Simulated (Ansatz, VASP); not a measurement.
**MoS2 in VASP and in Ansatz**

File INCAR:

```
ALGO = Normal
EDIFF = 1E-7
ENCUT = 520
GGA = PE
ISIF = 2
ISMEAR = 0
IVDW = 12
LASPH = True
LCHARG = True
LELF = True
LREAL = False
LVHAR = True
LWAVE = False
NBANDS = 35
NELM = 60
PREC = Accurate
SIGMA = 0.05
```

File KPOINTS:

```
k-points
0
Gamma
  12 12 4
```

POSCAR

```
MoS2
1.0
    3.2280918902      0.0000000000      0.0000000000
   -1.6140459451      2.7956095827      0.0000000000
    0.0000000000      0.0000000000     12.3940612177
Mo S
2 4
Direct
    0.3333333333      0.6666666667      0.2500000000
    0.6666666667      0.3333333333      0.7500000000
    0.3333333333      0.6666666667      0.6204968003
    0.6666666667      0.3333333333      0.1204968003
    0.3333333333      0.6666666667      0.8795031997
    0.6666666667      0.3333333333      0.3795031997
```

Input for Ansatz:

```yaml
crystal:
  lattice:
    - [3.2280918902, 0.0, 0.0]
    - [-1.6140459451, 2.7956095827, 0.0]
    - [0.0, 0.0, 12.3940612177]
  atoms:
    - { symbol: Mo, position: [0.3333333333, 0.6666666667, 0.25] }
    - { symbol: Mo, position: [0.6666666667, 0.3333333333, 0.75] }
    - { symbol: S, position: [0.3333333333, 0.6666666667, 0.6204968003] }
    - { symbol: S, position: [0.6666666667, 0.3333333333, 0.1204968003] }
    - { symbol: S, position: [0.3333333333, 0.6666666667, 0.8795031997] }
    - { symbol: S, position: [0.6666666667, 0.3333333333, 0.3795031997] }
basis:
  ecutwfc: 420
kpoints:
  mp_grid: { grid: [12, 12, 4] }
hamiltonian:
  xc: pbe
  pseudopotentials: { kind: paw, azcp: { folder: soft_1 } }
  dispersion: d3bj
scf:
  occupations: { method: gaussian, width: 0.05 }
output:
  forces: true
  stress: true
  eigenvalues: true
```

Change from the starting cell: mode 4 frozen in at +0.000 Å, equal normal strain along x, y and z +0.0250.

Alike in both runs: task single point; functional PBE; dispersion D3(BJ); k mesh 12 × 12 × 4; occupations gaussian, width 0.05 eV; no spin polarisation.

|  | VASP | Ansatz |
| --- | --- | --- |
| version | VASP 6.6.1 | Ansatz 0.2.0 |
| potentials or method | VASP PAW PBE potentials, release 64 (Mo_sv, S), cutoff 520 eV | scalar-relativistic, plane waves, PAW |
| valence electrons in the cell | 52 | 52 |

VASP gave:

* gap on the k mesh at the Fermi level (eV): 0.86
* least direct gap on the mesh (eV): 1.54
* pressure (GPa): -9.9
* traceless stress, the component that is largest in VASP (GPa): -0.85
* rms of the force components (eV/Å): 0.509

Task: Estimate Ansatz's values.

Result: gap on the k mesh at the Fermi level (eV): 0.85; least direct gap on the mesh (eV): 1.54; pressure (GPa): -9.8; traceless stress, the component that is largest in VASP (GPa): -0.83; rms of the force components (eV/Å): 0.505.

Atom by atom the forces differ by 0.004 eV/Å (rms over components).
